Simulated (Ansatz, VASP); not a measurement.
Two plane-wave programs on WS2

The input INCAR:

```
ALGO = Normal
EDIFF = 1E-6
ENCUT = 520
ISIF = 2
ISMEAR = 0
LASPH = True
LCHARG = True
LELF = True
LREAL = False
LVHAR = True
LWAVE = False
NBANDS = 35
NELM = 60
PREC = Accurate
SIGMA = 0.05
```

File KPOINTS:

```
k-points
0
Gamma
  12 12 4
```

Contents of POSCAR:

```
WS2
1.0
    3.0985446697      0.0000000000      0.0000000000
   -1.5492723349      2.6834183987      0.0000000000
    0.0000000000      0.0000000000     12.0430200778
W S
2 4
Direct
    0.3333333333      0.6666666667      0.2500000000
    0.6666666667      0.3333333333      0.7500000000
    0.3333333333      0.6666666667      0.6008596918
    0.6666666667      0.3333333333      0.1008596918
    0.3333333333      0.6666666667      0.8991403082
    0.6666666667      0.3333333333      0.3991403082
```

Input for Ansatz:

```yaml
crystal:
  lattice:
    - [3.0985446697, 0.0, 0.0]
    - [-1.5492723349, 2.6834183987, 0.0]
    - [0.0, 0.0, 12.0430200778]
  atoms:
    - { symbol: W, position: [0.3333333333, 0.6666666667, 0.25] }
    - { symbol: W, position: [0.6666666667, 0.3333333333, 0.75] }
    - { symbol: S, position: [0.3333333333, 0.6666666667, 0.6008596918] }
    - { symbol: S, position: [0.6666666667, 0.3333333333, 0.1008596918] }
    - { symbol: S, position: [0.3333333333, 0.6666666667, 0.8991403082] }
    - { symbol: S, position: [0.6666666667, 0.3333333333, 0.3991403082] }
basis:
  ecutwfc: 420
kpoints:
  mp_grid: { grid: [12, 12, 4] }
hamiltonian:
  xc: lda
  pseudopotentials: { kind: paw, azcp: { folder: soft_1 } }
scf:
  occupations: { method: gaussian, width: 0.05 }
output:
  forces: true
  stress: true
  eigenvalues: true
```

Alike in both runs: task single point; functional LDA; k mesh 12 × 12 × 4; occupations gaussian, width 0.05 eV; no spin polarisation.

|  | VASP | Ansatz |
| --- | --- | --- |
| version | VASP 6.6.1 | Ansatz 0.2.0 |
| potentials or method | VASP PAW LDA potentials, release 64 (W_sv, S), cutoff 520 eV | scalar-relativistic, plane waves, PAW |
| valence electrons in the cell | 52 | 52 |

```csv
,VASP,Ansatz,Ansatz less VASP
gap on the k mesh at the Fermi level (eV),0.39,0.39,-0.004
least direct gap on the mesh (eV),0.92,0.91,-0.001
pressure (GPa),-16.9,-17.2,-0.30
"traceless stress, the component that is largest in VASP (GPa)",-17.60,-17.60,-0.008
rms of the force components (eV/Å),1.704,1.717,+0.0127
```

Ansatz warns that its potentials were made for another functional, while VASP's fit it. LDA's correlation is that of Perdew and Zunger in VASP and of Perdew and Wang (1992) in Ansatz. Atom by atom the forces differ by 0.013 eV/Å (rms over components).

Spin-orbit coupling is off throughout.
